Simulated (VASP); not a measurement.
Fe, 1 atom in the cell. It takes space group Im-3m (No. 229, cubic). Conventional cell: a = 2.886 Å, b = 2.886 Å, c = 2.886 Å, α = 90.00°, β = 90.00°, γ = 90.00°. Within 3.3 Å of Fe (site symmetry m-3m) lie 14 Fe at 2.50 to 2.89 Å. 

* Program: VASP 6.6.1
* Task: single point
* Functional: PBEsol
* Potentials or basis: VASP PAW PBE potentials, release 64 (Fe_sv)
* Cutoff: 600 eV
* k mesh: 13 × 13 × 13
* Occupations: fermi-dirac, width 0.05 eV
* Spin: collinear spin, ferromagnetic start
* Starting moments: [-2.74] μB
* Dipole correction: no
* Second run: valence_matched
* Further INCAR settings: ALGO = Normal; EDIFF = 1e-06; NBANDS = 18

Potentials or basis: VASP PAW PBE potentials, release 64 (Fe_sv).

Command:

```console
$ cat potpaw_PBE.64/Fe_sv/POTCAR > POTCAR
$ mpirun -np 1 vasp_std > vasp.out
```

Hardware: 1 thread of AMD EPYC 9R14 (Zen 4), with other jobs on the host.

How long does it take, and how much memory?

It took 25 s on 1 thread of AMD EPYC 9R14 (Zen 4), on a shared host, peak memory 0.12 GiB. Counts: scf iterations 14, k points 84.
